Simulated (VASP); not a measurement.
Write the native input for VASP 6.6.1 that does the following.

| Property | Result |
| --- | --- |
| Task | electric field gradients |
| Functional | PBEsol |
| Potentials or basis | VASP PAW PBE potentials, release 64 (Sr_sv, Ti_sv, O) |
| Cutoff | 520 eV |
| k mesh | 7 × 7 × 7 |
| Occupations | fermi-dirac, width 0.05 eV |
| Spin | no spin polarisation |
| Dipole correction | no |
| Further INCAR settings | ALGO = Normal; EDIFF = 1e-08; NBANDS = 28 |

The structure of SrTiO3 lies in POSCAR:

```
SrTiO3
1.0
    3.8919397018      0.0000000000      0.0000000000
    0.0000000000      3.8919397018      0.0000000000
    0.0000000000      0.0000000000      3.8919397018
Sr Ti O
1 1 3
Direct
    0.0000000000      0.0000000000      0.0000000000
    0.5000000000      0.5000000000      0.5000000000
    0.0000000000      0.5000000000      0.5000000000
    0.5000000000      0.0000000000      0.5000000000
    0.5000000000      0.5000000000      0.0000000000
```

The input as run:

INCAR

```
SYSTEM = SrTiO3
PREC     = Accurate       ! precision mode
ENCUT    = 520            ! plane-wave cutoff, eV
EDIFF    = 1E-8           ! SCF threshold, eV
ISMEAR   = -1             ! smearing method
SIGMA    = 0.05           ! smearing width, eV
LREAL    = .False.        ! projectors in reciprocal space
LASPH    = .True.         ! aspherical terms in the spheres
NELM     = 100            ! most SCF steps
ALGO     = Normal         ! electronic algorithm
ISIF     = 2              ! what is computed and relaxed
LWAVE    = .False.        ! write WAVECAR
LCHARG   = .False.        ! write CHGCAR
GGA      = PS             ! functional
LEFG     = .True.       
NBANDS   = 28             ! bands
```

KPOINTS

```
Automatic mesh
0
Gamma
  7 7 7
  0 0 0
```

Potentials or basis: VASP PAW PBE potentials, release 64 (Sr_sv, Ti_sv, O).

The run is started by

```console
$ cat potpaw_PBE.64/Sr_sv/POTCAR potpaw_PBE.64/Ti_sv/POTCAR potpaw_PBE.64/O/POTCAR > POTCAR
$ mpirun -np 1 vasp_std > vasp.out
```

Results of the run:

```
Pressure                                : 0.6 GPa
Band gap on the k mesh                  : 1.89 eV (least direct gap 2.17 eV)
Largest electric field gradient by atom : Sr -0.0; Ti -0.0; O +8.3 V/Å²
```

Caveat: without QUAD_EFG the Cq values of the log hold for a quadrupole moment of 1 mb, not for the nuclei; the PAW data sets were made with another functional, which shifts forces and pressure a little; an odd mesh through Γ misses points on the zone boundary, where band edges can lie.

Run time: 46 s on 1 thread of Intel(R) Xeon(R) Platinum 8259CL CPU @ 2.50GHz (Skylake/Cascade Lake), on a shared host, peak memory 0.18 GiB.
